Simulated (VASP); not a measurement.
# Tl (I4/mmm) in VASP: notebook

The runs below take Tl through single point, with PBEsol.

All numbers are computed with VASP 6.6.1; they aren't measurements. Logs are shortened: lines on timing, memory, paths and dates and some standing lists are left out, and cuts for length are marked.

## (1) The cell of the first run

It takes space group I4/mmm (No. 139, tetragonal). The conventional cell has a = 3.882 Å, b = 3.882 Å, c = 3.688 Å, α = 90.00°, β = 90.00°, γ = 90.00°. Tl (site symmetry 4/mmm) has 14 Tl at 3.31 to 3.88 Å within 4.3 Å.

## (2) Single point, PBEsol (strain +0.000 along x and y, -0.050 along z)

File INCAR:

```
  PREC = Accurate
  ENCUT = 520
  EDIFF = 1E-7
  ISMEAR = 0
  SIGMA = 0.15
  LREAL = F
  LASPH = T
  NELM = 100
  ALGO = Fast
  ISIF = 2
  LWAVE = F
  LCHARG = F
  GGA = PS
  NBANDS = 12
```

File KPOINTS:

```
regular mesh
0
Gamma
  18 18 18
```

File POSCAR:

```
Tl
1.0
   -1.9410000000      1.9410000000      1.8439500000
    1.9410000000     -1.9410000000      1.8439500000
    1.9410000000      1.9410000000     -1.8439500000
Tl
1
Direct
    0.0000000000      0.0000000000      0.0000000000
```

Potentials or basis: VASP PAW PBE potentials, release 64 (Tl_d).

The run is started by

```console
$ cat potpaw_PBE.64/Tl_d/POTCAR > POTCAR
$ mpirun -np 1 vasp_std > vasp.out
```

OUTCAR:

```text
PREC = Accurate
   ENCUT = 520
   EDIFF = 1E-7
   ISMEAR = 0
   LREAL = F
   LASPH = T
   NELM = 100
   ISIF = 2
   GGA = PS

 ion  position               nearest neighbor table
   1  0.000  0.000  0.000-

  LATTYP: Found a body centered tetragonal cell.
 ALAT       =     3.8820000000
 C/A-ratio  =     0.9500000000

  Lattice vectors:

 A1 = (  -1.9410000000,   1.9410000000,   1.8439500000)
 A2 = (   1.9410000000,  -1.9410000000,   1.8439500000)
 A3 = (   1.9410000000,   1.9410000000,  -1.8439500000)

Analysis of symmetry for initial positions (statically):
=====================================================================
 Subroutine PRICEL returns:
 Original cell was already a primitive cell.

 Routine SETGRP: Setting up the symmetry group for a
 body centered tetragonal supercell.

 Subroutine GETGRP returns: Found 16 space group operations
 (whereof 16 operations were pure point group operations)
 out of a pool of 16 trial point group operations.

The static configuration has the point symmetry D_4h.

Analysis of symmetry for dynamics (positions and initial velocities):
=====================================================================
 Subroutine PRICEL returns:
 Original cell was already a primitive cell.

 Routine SETGRP: Setting up the symmetry group for a
 body centered tetragonal supercell.

 Subroutine GETGRP returns: Found 16 space group operations
 (whereof 16 operations were pure point group operations)
 out of a pool of 16 trial point group operations.

The dynamic configuration has the point symmetry D_4h.

 Subroutine INISYM returns: Found 16 space group operations
 (whereof 16 operations are pure point group operations),
 and found     1 'primitive' translations

----------------------------------------------------------------------------------------

                                     Primitive cell

  volume of cell :      27.7882

  direct lattice vectors                    reciprocal lattice vectors
    -1.941000000  1.941000000  1.843950000     0.000000000  0.257599176  0.271157027
     1.941000000 -1.941000000  1.843950000     0.257599176  0.000000000  0.271157027
     1.941000000  1.941000000 -1.843950000     0.257599176  0.257599176  0.000000000

  length of vectors
     3.306828330  3.306828330  3.306828330     0.374009985  0.374009985  0.364300248

  position of ions in fractional coordinates (direct lattice)
     0.000000000  0.000000000  0.000000000

  ion indices of the primitive-cell ions
   primitive index   ion index
                 1           1

[... 77 lines left out ...]
   ISIF   =      2    stress and relaxation
   ISYM   =      2    0-nonsym 1-usesym 2-fastsym
   POTIM  = 0.5000    time-step for ionic-motion
   TEBEG  =    0.0;   TEEND  =   0.0 temperature during run
   PSTRESS=    0.0 pullay stress
   NELECT =      13.0000    total number of electrons
   NUPDOWN=      -1.0000    fix difference up-down
   EMIN   =  10.00;   EMAX   =-10.00  energy-range for DOS
   EFERMI =   0.00;   METHOD = LEGACY
   ISMEAR =     0;   SIGMA  =   0.15  broadening in eV -4-tet -1-fermi 0-gaus
   EFERMI_NEDOS =   21; number of points for ismear=-14 and -15
   IALGO  =     68    algorithm
   IMIX   =      4    mixing-type and parameters
     AMIX     =   0.40;   BMIX     =  1.00
     AMIX_MAG =   1.60;   BMIX_MAG =  1.00
  volume/ion in A,a.u.               =      27.79       187.52
  Fermi-wavevector in a.u.,A,eV,Ry     =   1.270874  2.401604 21.975057  1.615121
  Thomas-Fermi vector in A             =   2.403838
   LORBIT       =      0    0 simple, 1 ext, 2 COOP (PROOUT), +10 PAW based schemes
   GGA     = PS    functional components
   LHFCALC =     F    Hartree Fock is set to
   AEXX    =    0.0000 exact exchange contribution
   IVDW    =     0    specifies the selected vdW correction
   LEPSILON=     F    determine dielectric tensor
   LRPA    =     F    only Hartree local field effects (RPA)
 non-spin polarized calculation
 RMM-DIIS sequential band-by-band and
 Gauss-broadening in eV      SIGMA  =   0.15
  energy-cutoff  :      520.00
  volume of cell :       27.79
 maximum number of plane-waves:       763
 NGX is ok and might be reduce to    28
   NGX = 13   NGY = 13   NGZ = 13

 number of electron      13.0000002 magnetization

 Free energy of the ion-electron system (eV)
  ---------------------------------------------------
  ext. energy  EPLUGINS =         0.00000000
  ---------------------------------------------------
  free energy    TOTEN  =        -2.62659155 eV

  energy without entropy =       -2.62287259  energy(sigma->0) =       -2.62473207

 E-fermi :   6.7034     XC(G=0): -10.5124

 val. band max:        6.7029194366   @ k =  -0.3333   0.5000   0.2222
 cond. band min:       6.7092335980   @ k =  -0.3333   0.3889   0.0556
 fundamental gap:      0.0063141614
 Fermi energy:         6.7033941530

 k-point     1 :       0.0000    0.0000    0.0000
  band No.  band energies     occupation
      1      -5.0116      2.00000
      2      -4.9351      2.00000
      3      -4.9351      2.00000
      4      -4.5431      2.00000
      5      -4.4658      2.00000
      6      -3.5751      2.00000
      7      17.5204      0.00000
      8      17.5204      0.00000
      9      18.2062      0.00000
     10      19.0592      0.00000
     11      19.0592      0.00000
     12      19.5439      0.00000
[... 331 lines left out ...]
 k-point    24 :      -0.2222    0.0556    0.0000
  band No.  band energies     occupation
      1      -5.0399      2.00000
      2      -4.9397      2.00000
      3      -4.7234      2.00000
      4      -4.5615      2.00000
      5      -4.5008      2.00000
      6      -2.6024      2.00000
      7      12.4221      0.00000
      8      14.6121      0.00000
      9      15.7645      0.00000
     10      17.9823      0.00000
     11      19.1662      0.00000
     12      20.1238      0.00000

 [... further k-points ...]
[... 5 lines left out ...]
  --------------------------------------------------------------------------------------
  -------------------------------------------------------------------------------------
  Total        0.1514398      0.1514398      0.2384534      0.0000000      0.0000000      0.0000000
  in kB        8.7315324      8.7315324     13.7484528      0.0000000      0.0000000      0.0000000
  external PRESSURE =      10.4038392 kB  Pullay stress =       0.0000000 kB

 VOLUME and BASIS-vectors are now :
 -----------------------------------------------------------------------------
  energy-cutoff  :      520.00
  volume of cell :       27.79
      direct lattice vectors                 reciprocal lattice vectors
    -1.941000000  1.941000000  1.843950000     0.000000000  0.257599176  0.271157027
     1.941000000 -1.941000000  1.843950000     0.257599176  0.000000000  0.271157027
     1.941000000  1.941000000 -1.843950000     0.257599176  0.257599176  0.000000000

 POSITION                                       TOTAL-FORCE (eV/Angst)
 -----------------------------------------------------------------------------------
      0.00000      0.00000      0.00000        -0.000000      0.000000      0.000000
 -----------------------------------------------------------------------------------
    total drift:                               -0.000000     -0.000000     -0.000000

  FREE ENERGIE OF THE ION-ELECTRON SYSTEM (eV)
  ---------------------------------------------------
  free  energy   TOTEN  =        -2.6265915536 eV

  energy  without entropy=       -2.6228725947  energy(sigma->0) =       -2.62473207
```

OSZICAR:

```text
N       E                     dE             d eps       ncg     rms          rms(c)
DAV:   1     0.505922439681E+02    0.50592E+02   -0.67219E+03 12248   0.945E+02
DAV:   2    -0.205900720248E+01   -0.52651E+02   -0.51594E+02 13268   0.214E+02
DAV:   3    -0.266484764246E+01   -0.60584E+00   -0.60517E+00 13500   0.208E+01
DAV:   4    -0.266745040375E+01   -0.26028E-02   -0.26026E-02 13076   0.158E+00
DAV:   5    -0.266748002949E+01   -0.29626E-04   -0.29626E-04 13304   0.163E-01    0.237E+00
RMM:   6    -0.263294036479E+01    0.34540E-01   -0.43533E-02 11563   0.170E+00    0.162E+00
RMM:   7    -0.262706278985E+01    0.58776E-02   -0.18682E-02 11774   0.122E+00    0.711E-01
RMM:   8    -0.262660323779E+01    0.45955E-03   -0.12800E-03 12205   0.309E-01    0.864E-02
RMM:   9    -0.262659333262E+01    0.99052E-05   -0.16712E-04 13028   0.122E-01    0.340E-02
RMM:  10    -0.262659112891E+01    0.22037E-05   -0.25481E-05 12860   0.498E-02    0.117E-03
RMM:  11    -0.262659151343E+01   -0.38452E-06   -0.49646E-06 13204   0.202E-02    0.140E-03
RMM:  12    -0.262659155356E+01   -0.40128E-07   -0.80644E-07 10692   0.695E-03
   1 F= -.26265916E+01 E0= -.26247321E+01  d E =-.371896E-02
```

stdout:

```text
POSCAR found type information on POSCAR Tl
 POSCAR found :  1 types and       1 ions
 scaLAPACK will be used
 -----------------------------------------------------------------------------
|                                                                             |
|                                                                             |
|     You enforced a specific xc type in the INCAR file but a different       |
|     I HOPE YOU KNOW WHAT YOU ARE DOING!                                     |
|                                                                             |
 -----------------------------------------------------------------------------

 LDA part: xc-table for (Slater+PW92), standard interpolation
 POSCAR, INCAR and KPOINTS ok, starting setup
 FFT: planning ... GRIDC
 FFT: planning ... GRID_SOFT
 FFT: planning ... GRID
 WAVECAR not read
 entering main loop
```

Wall time 3.7 min (1 thread of Intel Xeon 8259CL, shared host); peak memory 0.28 GiB.

Results:

```
Free energy            : -2.6266 eV
Pressure               : 1.0 GPa
Band gap on the k mesh : zero (an odd number of electrons rules out a gap without spin polarisation)
```

Levels at points of the mesh, in eV from the Fermi level:
```csv
k point,band 4,band 5,band 6,band 7,band 8,band 9
"(0.00, 0.00, 0.00)",-11.25,-11.17,-10.28,10.82,10.82,11.50
"(0.50, 0.00, 0.00)",-11.15,-10.89,-4.89,-2.83,5.72,6.95
"(0.50, 0.50, 0.00)",-11.22,-10.90,-5.22,-3.00,6.45,7.84
"(0.50, 0.50, 0.50)",-10.98,-10.95,-1.48,1.07,1.07,2.11
```

Caveat: the cell differs from its parent crystal (strain +0.000 along x and y, -0.050 along z); the PAW data sets were made with another functional, which shifts forces and pressure a little; spin-orbit coupling is left out, which moves the levels of the heavy elements.

## (3) Single point, PBEsol (strain -0.025 along x and y, +0.000 along z)

File INCAR:

```
ALGO = Fast ; EDIFF = 1E-6
ENCUT = 520 ; GGA = PS
ISIF = 2 ; ISMEAR = 0
LASPH = T ; LCHARG = F
LREAL = F ; LWAVE = F
NBANDS = 12 ; NELM = 60
PREC = Accurate ; SIGMA = 0.15
```

File KPOINTS:

```
k-points
0
Gamma
  18 18 18
```

File POSCAR:

```
Tl
1.0
   -1.8924750000      1.8924750000      1.9410000000
    1.8924750000     -1.8924750000      1.9410000000
    1.8924750000      1.8924750000     -1.9410000000
Tl
1
Direct
    0.0000000000      0.0000000000      0.0000000000
```

Potentials or basis: VASP PAW PBE potentials, release 64 (Tl_d).

The run is started by

```console
$ cat potpaw_PBE.64/Tl_d/POTCAR > POTCAR
$ mpirun -np 1 vasp_std > vasp.out
```

Wall time 2.7 min (1 thread of Intel Xeon 8259CL, shared host); peak memory 0.28 GiB.

Results (log left out):

| Quantity | Value |
| --- | --- |
| Free energy | -2.6276 eV |
| Pressure | 1.0 GPa |
| Band gap on the k mesh | zero (an odd number of electrons rules out a gap without spin polarisation) |

Stress tensor (GPa, compression positive):
```
1.12 0.00 0.00
0.00 1.12 0.00
0.00 0.00 0.74
```

Levels at points of the mesh, in eV from the Fermi level:
```tsv
k point	band 3	band 4	band 5	band 6	band 7	band 8	band 9	band 10
(0.00, 0.00, 0.00)	-11.64	-11.21	-11.18	-10.27	10.99	11.18	11.18	12.17
(0.50, 0.00, 0.00)	-11.25	-11.19	-10.89	-5.05	-2.91	6.07	7.38	10.48
(0.50, 0.50, 0.00)	-11.20	-11.18	-10.88	-4.90	-2.83	5.71	6.95	10.03
(0.50, 0.50, 0.50)	-10.97	-10.96	-10.96	-1.43	1.08	1.58	1.58	6.46
```

Caveat: the cell differs from its parent crystal (strain -0.025 along x and y, +0.000 along z); the PAW data sets were made with another functional, which shifts forces and pressure a little; spin-orbit coupling is left out, which moves the levels of the heavy elements.

## (4) Single point, PBEsol (strain +0.000 along x and y, -0.025 along z)

File INCAR:

```
PREC = Accurate ; ENCUT = 520
EDIFF = 1E-6 ; ISMEAR = 0
SIGMA = 0.15 ; LREAL = False
LASPH = True ; NELM = 60
ALGO = Fast ; ISIF = 2
LWAVE = False ; LCHARG = True
GGA = PS ; LELF = True
LVHAR = True ; NBANDS = 12
```

File KPOINTS:

```
regular mesh
0
Gamma
  18 18 18
```

File POSCAR:

```
Tl
1.0
   -1.9410000000      1.9410000000      1.8924750000
    1.9410000000     -1.9410000000      1.8924750000
    1.9410000000      1.9410000000     -1.8924750000
Tl
1
Direct
    0.0000000000      0.0000000000      0.0000000000
```

The run is started by

```console
$ cat potpaw_PBE.64/Tl_d/POTCAR > POTCAR
$ mpirun -np 1 vasp_std > vasp.out
```

It took 3 min on 1 thread of Intel Xeon 8259CL, shared host; peak memory 0.28 GiB.

The run converged. Its results:

* Free energy: -2.6302 eV
* Pressure: 0.0 GPa
* Band gap on the k mesh: zero (an odd number of electrons rules out a gap without spin polarisation)

Stress tensor (GPa, compression positive):
```
-0.07  0.00  0.00
 0.00 -0.07  0.00
 0.00  0.00  0.11
```

Levels at points of the mesh, in eV from the Fermi level:
```tsv
k point	band 2	band 3	band 4	band 5	band 6	band 7	band 8	band 9	band 10	band 11
(0.00, 0.00, 0.00)	-11.61	-11.61	-11.20	-11.17	-10.09	10.76	10.76	11.03	12.26	12.26
(0.50, 0.00, 0.00)	-11.79	-11.21	-11.16	-10.89	-4.97	-2.75	5.72	7.01	9.97	11.17
(0.50, 0.50, 0.00)	-11.78	-11.24	-11.19	-10.90	-5.12	-2.83	6.07	7.44	10.42	11.55
(0.50, 0.50, 0.50)	-11.83	-10.97	-10.97	-10.95	-1.58	1.25	1.25	1.75	6.35	6.67
```

Caveat: the cell differs from its parent crystal (strain +0.000 along x and y, -0.025 along z); the PAW data sets were made with another functional, which shifts forces and pressure a little; spin-orbit coupling is left out, which moves the levels of the heavy elements.

(Part 1 of 2 ends here.)

The gap in the log of VASP goes by the Fermi energy; the results here count the filled bands.